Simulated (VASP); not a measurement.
Write the native input for VASP 6.6.1 that does the following.

* Task: relaxation of cell and atoms
* Functional: PBEsol
* Potentials or basis: VASP PAW PBE potentials, release 64 (Mg, S)
* Cutoff: 600 eV
* k mesh: 8 × 8 × 8
* Occupations: gaussian, width 0.02 eV
* Spin: no spin polarisation
* Dipole correction: no
* Further INCAR settings: ALGO = Normal; EDIFF = 1e-06; IBRION = 2; EDIFFG = -0.005; NSW = 100; ISIF = 3

The structure of MgS lies in POSCAR:

```
MgS
1.0
    0.0000000000      2.6043975556      2.6043975556
    2.6043975556      0.0000000000      2.6043975556
    2.6043975556      2.6043975556      0.0000000000
Mg S
1 1
Direct
    0.0000000000      0.0000000000      0.0000000000
    0.5000000000      0.5000000000      0.5000000000
```

One way to write it, as run:

INCAR

```
SYSTEM = MgS
PREC = Accurate ; ENCUT = 600
EDIFF = 1E-6 ; ISMEAR = 0
SIGMA = 0.02 ; LREAL = .FALSE.
LASPH = .TRUE. ; NELM = 60
ALGO = Normal ; ISIF = 3
LWAVE = .FALSE. ; LCHARG = .FALSE.
GGA = PS ; IBRION = 2
NSW = 100 ; EDIFFG = -0.005
```

KPOINTS

```
regular mesh
0
G
  8 8 8
  0 0 0
```

Potentials or basis: VASP PAW PBE potentials, release 64 (Mg, S).

Launch:

```bash
$ cat potpaw_PBE.64/Mg/POTCAR potpaw_PBE.64/S/POTCAR > POTCAR
$ mpirun -np 1 vasp_std > vasp.out
```

Results of the run:

```json
{
 "Relaxed volume": "17.36 Å³/atom",
 "Relaxed cell": "a = 3.662 Å, b = 3.662 Å, c = 3.662 Å, α = 60.00°, β = 60.00°, γ = 60.00°",
 "Space group after relaxing (to 0.05 Å)": "Fm-3m (No. 225)",
 "Energy gained by relaxing": "1.3 meV/atom",
 "Ionic steps": "3",
 "Pressure after relaxing": "0.0 GPa",
 "Band gap on the k mesh": "2.73 eV, indirect (least direct gap 3.71 eV)"
}
```

Caveat: the PAW data sets were made with another functional, which shifts forces and pressure a little.

It took 18 s on 1 thread of Intel Xeon 6975P-C, with other jobs on the host, peak memory 0.18 GiB.
